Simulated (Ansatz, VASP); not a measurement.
## Two plane-wave programs on MoS2

```xyz
3
Lattice="3.2075 0.0000 0.0000 -1.6038 2.7778 0.0000 0.0000 0.0000 6.4064" Properties=species:S:1:pos:R:3 pbc="T T T"
Mo    0.0000    0.0000    0.0000
S     0.0000    1.8519    1.3499
S     0.0000    1.8519    5.0565
```

Alike in both runs: task single point; functional PBE; dispersion D3(BJ); k mesh 12 × 12 × 4; occupations gaussian, width 0.05 eV; no spin polarisation.

```csv
,VASP,Ansatz
version,VASP 6.6.1,Ansatz 0.2.0
potentials or method,"VASP PAW PBE potentials, release 64 (Mo_sv, S), cutoff 500 eV","scalar-relativistic, plane waves, PAW"
valence electrons in the cell,26,26
```

|  | VASP | Ansatz | Ansatz less VASP |
| --- | --- | --- | --- |
| gap on the k mesh at the Fermi level (eV) | none | none | - |
| pressure (GPa) | 18.4 | 18.7 | +0.26 |
| traceless stress, the component that is largest in VASP (GPa) | 15.85 | 15.90 | +0.055 |
| rms of the force components (eV/Å) | 2.212 | 2.228 | +0.0158 |

Atom by atom the forces differ by 0.016 eV/Å (rms over components). A gap of «none» marks a metal or a gap that the smearing closes.
